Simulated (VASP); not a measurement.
NaCu12, 13 atoms in the cell. The cell holds a slab with vacuum, 13 atoms: a = 5.132 Å, b = 5.132 Å, c = 19.028 Å, α = 90.00°, β = 90.00°, γ = 90.00°. 

| Property | Result |
| --- | --- |
| Program | VASP 6.6.1 |
| Task | single point |
| Functional | PBE |
| Potentials or basis | VASP PAW PBE potentials, release 64 (Cu, Na_pv) |
| Cutoff | 520 eV |
| k mesh | 5 × 5 × 1 |
| Occupations | gaussian, width 0.1 eV |
| Spin | no spin polarisation |
| Dipole correction | yes |
| Further INCAR settings | ALGO = Normal; EDIFF = 1e-06; NBANDS = 82 |

Potentials or basis: VASP PAW PBE potentials, release 64 (Cu, Na_pv).

Command:

```sh
$ cat potpaw_PBE.64/Cu/POTCAR potpaw_PBE.64/Na_pv/POTCAR > POTCAR
$ mpirun -np 1 vasp_std > vasp.out
```

Hardware: 1 thread of Intel(R) Xeon(R) 6975P-C (Granite Rapids), on a shared host.

Task: Estimate the wall time of this run.

Result: Run time: 5.4 min on 1 thread of Intel(R) Xeon(R) 6975P-C (Granite Rapids) (shared host), peak memory 0.59 GiB. Counts: scf iterations 27, k points 6.
